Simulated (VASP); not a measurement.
RbH2:

```
Rb H
1.0
     1.73893    1.00397    5.25200
    -1.73893    1.00397    5.25200
     0.00000   -2.00794    5.25200
Rb H
1 2
Direct
  0.00000 0.00000 0.00000
  0.75000 0.75000 0.75000
  0.25000 0.25000 0.25000
```

| Item | Value |
| --- | --- |
| Program | VASP 6.6.1 |
| Task | relaxation of cell and atoms |
| Functional | PBE |
| Potentials or basis | VASP PAW PBE potentials, release 64 (Rb_sv, H_h) |
| Cutoff | 910 eV |
| k mesh | 6 × 6 × 6 |
| Occupations | gaussian, width 0.1 eV |
| Spin | no spin polarisation |

At the start: pressure 7.3 GPa; volume 18.34 Å³/atom.

Task: How do energy, volume and symmetry change on relaxing?

Result: Over 37 steps the energy falls by 365.0 meV/atom and the volume is 21.20 Å³/atom (+15.6 %); space group R-3m (No. 166, to 0.1 Å) before and after.

Step by step:
```tsv
step	energy change (eV)	largest force (eV/Å)	pressure (GPa)	volume (Å³)
1	0.0000	0.5167	7.27	55.01
2	-0.3299	0.2895	3.75	61.87
3	-0.6020	0.0865	0.66	74.63
4	-0.5927	0.0954	-1.50	104.33
5	-0.6606	0.0339	-0.87	89.81
6	-0.6628	0.0197	-0.71	87.46
7	-0.7146	0.0237	-0.71	86.01
8	-0.8557	0.1219	-0.61	81.01
9	-0.8263	0.2443	1.31	67.79
10	-0.9284	0.1203	-0.21	76.15
11	-0.9335	0.0805	0.08	74.10
12	-0.9339	0.0920	0.01	74.57
13	-0.9368	0.0869	0.00	74.54
14	-0.9430	0.0656	0.01	74.43
15	-0.9405	0.0078	0.12	74.21
16	-0.9446	0.0448	0.02	74.36
17	-0.9462	0.0448	0.02	74.36
18	-0.9510	0.0442	0.00	74.37
19	-0.9611	0.0406	-0.05	74.38
20	-0.9817	0.0240	-0.14	74.37
21	-1.0156	0.0726	-0.30	74.23
22	-0.8485	0.7268	-0.12	73.52
23	-1.0120	0.1459	-0.28	74.19
24	-1.0156	0.1534	-0.32	74.13
25	-1.0235	0.1801	-0.45	73.93
26	-1.0248	0.2484	-0.69	73.45
27	-1.0266	0.2178	-0.59	73.67
28	-1.0334	0.1991	-0.62	73.37
29	-1.0509	0.1444	-0.70	72.43
30	-1.0732	0.0418	-0.82	70.56
31	-1.0661	0.1345	-0.89	66.77
32	-1.0786	0.0313	-0.88	69.12
33	-1.0872	0.0409	-0.61	67.16
34	-1.0931	0.0561	-0.15	64.40
35	-1.0932	0.0593	-0.05	63.85
36	-1.0938	0.0513	-0.04	63.79
37	-1.0950	0.0263	-0.01	63.60
```

Final structure:
```
Rb H
1.0
     2.02697    1.17027    4.46877
    -2.02697    1.17027    4.46877
     0.00000   -2.34055    4.46877
Rb H
1 2
Direct
  0.00000 0.00000 0.00000
  0.80364 0.80364 0.80364
  0.19636 0.19636 0.19636
```

Caveat: the volume moved by over 15 % at a fixed basis, so the end points are rough.
